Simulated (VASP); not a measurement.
## NiO2: single point with LDA

Crystal: NiO2.

```
CELL_PARAMETERS angstrom
2.89406 0.00000 0.00000
-1.44703 2.50633 0.00000
0.00000 0.00000 3.83319
ATOMIC_POSITIONS crystal
Ni 0.00000 0.00000 0.50000
O 0.66667 0.33333 0.71862
O 0.33333 0.66667 0.28138
```

This cell differs from its parent crystal: c/a of the conventional cell at fixed volume 1.3245.

| Item | Value |
| --- | --- |
| Program | VASP 6.6.1 |
| Task | single point |
| Functional | LDA |
| Potentials or basis | VASP PAW LDA potentials, release 64 (Ni_sv_GW, O) |
| Cutoff | 700 eV |
| k mesh | 12 × 12 × 6 |
| Occupations | gaussian, width 0.05 eV |
| Spin | no spin polarisation |

```yaml
Pressure: -8.6 GPa
Largest_force: 0.404 eV/Å
Band_gap_on_the_k_mesh: 0.42 eV (least direct gap 0.79 eV)
```

Forces on the atoms (eV/Å):
```
Ni   0.000  0.000  0.000
O    0.000  0.000  0.404
O    0.000  0.000 -0.404
```

Stress tensor (GPa, compression positive):
```
-15.09   0.00   0.00
  0.00 -15.09   0.00
  0.00   0.00   4.43
```

Levels at points of the mesh, in eV from the valence-band top:
| k point | band 11 | band 12 | band 13 | band 14 | band 15 | band 16 | band 17 | band 18 | band 19 | band 20 |
| --- | --- | --- | --- | --- | --- | --- | --- | --- | --- | --- |
| (0.00, 0.00, 0.00) | -2.29 | -1.54 | -1.54 | -0.39 | -0.39 | 1.86 | 1.86 | 7.51 | 10.40 | 17.96 |
| (0.50, 0.00, 0.00) | -3.84 | -2.58 | -2.08 | -1.95 | -1.18 | 1.03 | 2.04 | 11.92 | 12.56 | 14.34 |
| (0.00, 0.00, 0.50) | -2.32 | -2.32 | -1.72 | -1.72 | -0.04 | 2.04 | 2.04 | 9.70 | 10.27 | 17.29 |
| (0.50, 0.00, 0.50) | -3.46 | -2.09 | -1.89 | -1.29 | -1.11 | 1.05 | 1.74 | 10.73 | 12.71 | 15.03 |

Run time: 2.4 min on 1 thread of Intel(R) Xeon(R) Platinum 8259CL CPU @ 2.50GHz (Skylake/Cascade Lake), with other jobs on the host, peak memory 0.24 GiB.

Caveat: the stress differs along the axes, from -15 to 4 GPa; the run has no spin polarisation, though such a crystal can be magnetic. Spin polarisation is off, so any magnetic state and its effect on volume and gap are missing.
